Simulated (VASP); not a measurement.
Set up this calculation in VASP 6.6.1, as the native input.

- Task: single point
- Functional: PBE
- Potentials or basis: VASP PAW PBE potentials, release 64 (Si, C)
- Cutoff: 520 eV
- k mesh: 24 × 24 × 6
- Occupations: gaussian, width 0.1 eV
- Spin: no spin polarisation
- Dipole correction: no
- Further INCAR settings: ALGO = Normal; EDIFF = 1e-06; NBANDS = 13

The structure of SiC2 lies in POSCAR:

```
SiC2
1.0
    2.4707324609      0.0000000000      0.0000000000
   -1.2353662305      2.1397170771      0.0000000000
    0.0000000000      0.0000000000      9.0210317085
Si C
1 2
Direct
    0.0000000000      0.0000000000      0.0000000000
    0.3333333333      0.6666666667      0.5000000000
    0.6666666667      0.3333333333      0.5000000000
```

One way to write it, as run:

INCAR

```
SYSTEM = SiC2
ALGO = Normal
EDIFF = 1E-6
ENCUT = 520
GGA = PE
ISIF = 2
ISMEAR = 0
LASPH = .True.
LCHARG = .True.
LELF = .True.
LREAL = .False.
LVHAR = .True.
LWAVE = .False.
NBANDS = 13
NELM = 100
PREC = Accurate
SIGMA = 0.1
```

KPOINTS

```
k-points
0
Gamma
  24 24 6
  0 0 0
```

Potentials or basis: VASP PAW PBE potentials, release 64 (Si, C).

The run is started by

```console
$ cat potpaw_PBE.64/Si/POTCAR potpaw_PBE.64/C/POTCAR > POTCAR
$ mpirun -np 1 vasp_std > vasp.out
```

Results of the run:

The pressure is 0.1 GPa. The band gap on the k mesh is zero (band 6 reaches 3.95 eV, above the bottom of band 7 at 2.72 eV).

Wall time 98 s on 1 thread of Intel(R) Xeon(R) Platinum 8259CL CPU @ 2.50GHz (Skylake/Cascade Lake), with other jobs on the host, peak memory 0.25 GiB.
